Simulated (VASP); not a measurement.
# Cu (I4/mmm) in VASP: further runs, part 2 of 2

VASP 6.6.1. The steps go on from the part before.

### 5 Single point, PBEsol (strain +0.050 along x and y, -0.050 along z)

INCAR reads:

```
ALGO = Normal
EDIFF = 1E-6
ENCUT = 520
GGA = PS
ISIF = 2
ISMEAR = 0
LASPH = True
LCHARG = False
LREAL = False
LWAVE = False
NBANDS = 12
NELM = 60
PREC = Accurate
SIGMA = 0.15
```

KPOINTS reads:

```
k-points
0
Gamma
  22 22 22
```

POSCAR reads:

```
Cu
1.0
    0.0000000000      1.8978750000      1.7171250000
    1.8978750000      0.0000000000      1.7171250000
    1.8978750000      1.8978750000      0.0000000000
Cu
1
Direct
    0.0000000000      0.0000000000      0.0000000000
```

Potentials or basis: VASP PAW PBE potentials, release 64 (Cu).

Run with:

```sh
$ cat potpaw_PBE.64/Cu/POTCAR > POTCAR
$ mpirun -np 1 vasp_std > vasp.out
```

OUTCAR:

```text
EDIFF = 1E-6
   ENCUT = 520
   GGA = PS
   ISIF = 2
   ISMEAR = 0
   LASPH = True
   LREAL = False
   NELM = 60
   PREC = Accurate

 ion  position               nearest neighbor table
   1  0.000  0.000  0.000-

  LATTYP: Found a body centered tetragonal cell.
 ALAT       =     2.6840005647
 C/A-ratio  =     1.2795265564

  Lattice vectors:

 A1 = (   0.0000000000,  -1.8978750000,  -1.7171250000)
 A2 = (   0.0000000000,   1.8978750000,  -1.7171250000)
 A3 = (   1.8978750000,   0.0000000000,   1.7171250000)

Analysis of symmetry for initial positions (statically):
=====================================================================
 Subroutine PRICEL returns:
 Original cell was already a primitive cell.

 Routine SETGRP: Setting up the symmetry group for a
 body centered tetragonal supercell.

 Subroutine GETGRP returns: Found 16 space group operations
 (whereof 16 operations were pure point group operations)
 out of a pool of 16 trial point group operations.

The static configuration has the point symmetry D_4h.

Analysis of symmetry for dynamics (positions and initial velocities):
=====================================================================
[... 169 lines left out ...]
      5       4.4918      2.00000
      6       4.9064      2.00000
      7      29.2428      0.00000
      8      31.3190      0.00000
      9      31.3190      0.00000
     10      31.6453      0.00000
     11      33.7506      0.00000
     12      33.9810      0.00000
[... 331 lines left out ...]
 k-point    24 :      -0.4545    0.0455    0.0000
  band No.  band energies     occupation
      1       2.0281      2.00000
      2       3.7271      2.00000
      3       4.1317      2.00000
      4       4.9208      2.00000
      5       5.3169      2.00000
      6       6.0603      2.00000
      7      10.7585      0.00000
      8      26.3879      0.00000
      9      26.4509      0.00000
     10      29.2926      0.00000
     11      30.4318      0.00000
     12      32.7939      0.00000

 [... further k-points ...]

------------------------ aborting loop because EDIFF is reached ----------------------------------------

  FORCE on cell =-STRESS in cart. coord.  units (eV):
  Direction    XX          YY          ZZ          XY          YZ          ZX
  --------------------------------------------------------------------------------------
  -------------------------------------------------------------------------------------
  Total       -0.9381563     -0.9381563     -0.6960589      0.0000000     -0.0000000      0.0000000
  in kB     -121.5118606   -121.5118606    -90.1549298      0.0000000     -0.0000000      0.0000000
  external PRESSURE =    -111.0595503 kB  Pullay stress =       0.0000000 kB

 VOLUME and BASIS-vectors are now :
 -----------------------------------------------------------------------------
  energy-cutoff  :      520.00
  volume of cell :       12.37
      direct lattice vectors                 reciprocal lattice vectors
     0.000000000  1.897875000  1.717125000    -0.263452546  0.263452546  0.291184393
     1.897875000  0.000000000  1.717125000     0.263452546 -0.263452546  0.291184393
     1.897875000  1.897875000  0.000000000     0.263452546  0.263452546 -0.291184393

 POSITION                                       TOTAL-FORCE (eV/Angst)
 -----------------------------------------------------------------------------------
      0.00000      0.00000      0.00000        -0.000000      0.000000      0.000000
 -----------------------------------------------------------------------------------
    total drift:                                0.000000      0.000000      0.000000

  FREE ENERGIE OF THE ION-ELECTRON SYSTEM (eV)
  ---------------------------------------------------
  free  energy   TOTEN  =        -4.2628054323 eV

  energy  without entropy=       -4.2590558231  energy(sigma->0) =       -4.26093063
```

stdout:

```text
POSCAR found type information on POSCAR Cu
 POSCAR found :  1 types and       1 ions
 scaLAPACK will be used
 -----------------------------------------------------------------------------
|                                                                             |
|                                                                             |
|     You enforced a specific xc type in the INCAR file but a different       |
|     I HOPE YOU KNOW WHAT YOU ARE DOING!                                     |
|                                                                             |
 -----------------------------------------------------------------------------

 LDA part: xc-table for (Slater+PW92), standard interpolation
 POSCAR, INCAR and KPOINTS ok, starting setup
 FFT: planning ... GRIDC
 FFT: planning ... GRID_SOFT
 FFT: planning ... GRID
 WAVECAR not read
 entering main loop
```

It took 66 s on 1 thread of Intel Xeon Platinum 8488C (Sapphire Rapids), shared host; peak memory 0.23 GiB.

What came out:

```yaml
Free_energy: -4.2628 eV
Pressure: -11.1 GPa
```

Stress tensor (GPa, compression positive):
```
-12.15   0.00   0.00
  0.00 -12.15   0.00
  0.00   0.00  -9.02
```

Levels at points of the mesh, in eV from the Fermi level:
```
           k point  band 2  band 3  band 4  band 5  band 6  band 7  band 8  band 9  band 10  band 11
(0.00, 0.00, 0.00)   -2.99   -2.99   -2.58   -2.34   -1.92   22.41   24.49   24.49    24.82    26.92
(0.50, 0.00, 0.00)   -3.13   -2.66   -1.68   -1.48   -0.86    3.57   19.63   19.81    23.16    24.32
(0.50, 0.50, 0.00)   -4.22   -1.59   -1.43   -1.43    3.00    8.59   11.21   11.21    15.87    18.03
(0.50, 0.00, 0.50)   -4.12   -1.62   -1.59   -1.34    0.85    5.95   13.50   13.68    17.85    20.37
```

Caveat: the cell differs from its parent crystal (strain +0.050 along x and y, -0.050 along z); the PAW data sets were made with another functional, which shifts forces and pressure a little.

### 6 Single point, PBEsol (strain +0.050 along x and y, -0.025 along z)

INCAR reads:

```
PREC = Accurate
ENCUT = 520
EDIFF = 1E-7
ISMEAR = 0
SIGMA = 0.15
LREAL = F
LASPH = T
NELM = 100
ALGO = Fast
ISIF = 2
LWAVE = F
LCHARG = F
GGA = PS
NBANDS = 12
```

KPOINTS reads:

```
regular mesh
0
Gamma
  22 22 22
```

POSCAR reads:

```
Cu
1.0
    0.0000000000      1.8978750000      1.7623125000
    1.8978750000      0.0000000000      1.7623125000
    1.8978750000      1.8978750000      0.0000000000
Cu
1
Direct
    0.0000000000      0.0000000000      0.0000000000
```

Potentials or basis: VASP PAW PBE potentials, release 64 (Cu).

Run with:

```sh
$ cat potpaw_PBE.64/Cu/POTCAR > POTCAR
$ mpirun -np 1 vasp_std > vasp.out
```

Run time: 86 s. Hardware: 1 thread of Intel Xeon Platinum 8488C (Sapphire Rapids), shared host; peak memory 0.23 GiB.

It converged, with:

- Free energy: -4.2417 eV
- Pressure: -13.7 GPa

Stress tensor (GPa, compression positive):
```
-14.64   0.00   0.00
  0.00 -14.64   0.00
  0.00   0.00 -11.95
```

Levels at points of the mesh, in eV from the Fermi level:
| k point | band 3 | band 4 | band 5 | band 6 | band 7 | band 8 | band 9 | band 10 |
| --- | --- | --- | --- | --- | --- | --- | --- | --- |
| (0.00, 0.00, 0.00) | -2.89 | -2.59 | -2.22 | -1.92 | 22.12 | 24.08 | 24.08 | 24.26 |
| (0.50, 0.00, 0.00) | -2.66 | -1.62 | -1.48 | -0.80 | 3.43 | 19.71 | 19.81 | 23.09 |
| (0.50, 0.50, 0.00) | -1.56 | -1.41 | -1.41 | 2.59 | 7.92 | 11.41 | 11.41 | 15.94 |
| (0.50, 0.00, 0.50) | -1.58 | -1.53 | -1.34 | 1.05 | 6.00 | 13.05 | 13.21 | 17.37 |

Caveat: the cell differs from its parent crystal (strain +0.050 along x and y, -0.025 along z); the PAW data sets were made with another functional, which shifts forces and pressure a little.

### 7 Single point, PBEsol (strain +0.050 along x and y, +0.000 along z)

INCAR reads:

```
PREC     = Accurate       # precision mode
ENCUT    = 520            # plane-wave cutoff, eV
EDIFF    = 1E-7           # SCF threshold, eV
ISMEAR   = 0              # smearing method
SIGMA    = 0.15           # smearing width, eV
LREAL    = F              # projectors in reciprocal space
LASPH    = T              # aspherical terms in the spheres
NELM     = 100            # most SCF steps
ALGO     = Normal         # electronic algorithm
ISIF     = 2              # what is computed and relaxed
LWAVE    = F              # write WAVECAR
LCHARG   = F              # write CHGCAR
GGA      = PS             # functional
NBANDS   = 12             # bands
```

KPOINTS reads:

```
Automatic mesh
0
Gamma
  22 22 22
```

POSCAR reads:

```
Cu
1.0
    0.0000000000      1.8978750000      1.8075000000
    1.8978750000      0.0000000000      1.8075000000
    1.8978750000      1.8978750000      0.0000000000
Cu
1
Direct
    0.0000000000      0.0000000000      0.0000000000
```

Run with:

```sh
$ cat potpaw_PBE.64/Cu/POTCAR > POTCAR
$ mpirun -np 1 vasp_std > vasp.out
```

Run time: 71 s. Hardware: 1 thread of Intel Xeon Platinum 8488C (Sapphire Rapids), shared host; peak memory 0.23 GiB.

Results (log left out):

```yaml
Free_energy: -4.2148 eV
Pressure: -15.9 GPa
```

Stress tensor (GPa, compression positive):
```
-16.51   0.00   0.00
  0.00 -16.51   0.00
  0.00   0.00 -14.66
```

Levels at points of the mesh, in eV from the Fermi level:
| k point | band 2 | band 3 | band 4 | band 5 | band 6 | band 7 | band 8 | band 9 | band 10 | band 11 |
| --- | --- | --- | --- | --- | --- | --- | --- | --- | --- | --- |
| (0.00, 0.00, 0.00) | -2.79 | -2.79 | -2.59 | -2.12 | -1.92 | 21.85 | 23.69 | 23.69 | 23.76 | 26.10 |
| (0.50, 0.00, 0.00) | -2.86 | -2.65 | -1.57 | -1.48 | -0.74 | 3.30 | 19.79 | 19.82 | 21.95 | 23.09 |
| (0.50, 0.50, 0.00) | -3.95 | -1.54 | -1.40 | -1.40 | 2.21 | 7.29 | 11.60 | 11.60 | 16.01 | 18.00 |
| (0.50, 0.00, 0.50) | -3.92 | -1.54 | -1.47 | -1.35 | 1.23 | 6.05 | 12.64 | 12.77 | 16.93 | 19.10 |

Caveat: the cell differs from its parent crystal (strain +0.050 along x and y, +0.000 along z); the PAW data sets were made with another functional, which shifts forces and pressure a little.

### 8 The runs side by side

| cell | gap on the mesh (eV) | pressure (GPa) |
| --- | --- | --- |
| a = 2.493, b = 2.493, c = 2.556 Å, angles 59.2, 59.2, 61.7°, 1 atom | none | 2.2 |
| a = 2.526, b = 2.526, c = 2.620 Å, angles 58.8, 58.8, 62.5°, 1 atom | none | -5.4 |
| a = 2.557, b = 2.557, c = 2.620 Å, angles 59.2, 59.2, 61.6°, 1 atom | none | -8.8 |
| a = 2.559, b = 2.559, c = 2.684 Å, angles 58.4, 58.4, 63.2°, 1 atom | none | -11.1 |
| a = 2.590, b = 2.590, c = 2.684 Å, angles 58.8, 58.8, 62.4°, 1 atom | none | -13.7 |
| a = 2.621, b = 2.621, c = 2.684 Å, angles 59.2, 59.2, 61.6°, 1 atom | none | -15.9 |

Alike in all rows: task single point; level PBEsol; potentials or basis VASP PAW PBE potentials, release 64 (Cu); no spin polarisation; k mesh 22 × 22 × 22; cutoff (eV) 520; smearing gaussian 0.15 eV.

Caveats: the PAW data sets were made with another functional, which shifts forces and pressure a little.

Absolute energies hang on the potentials; compare differences alone.
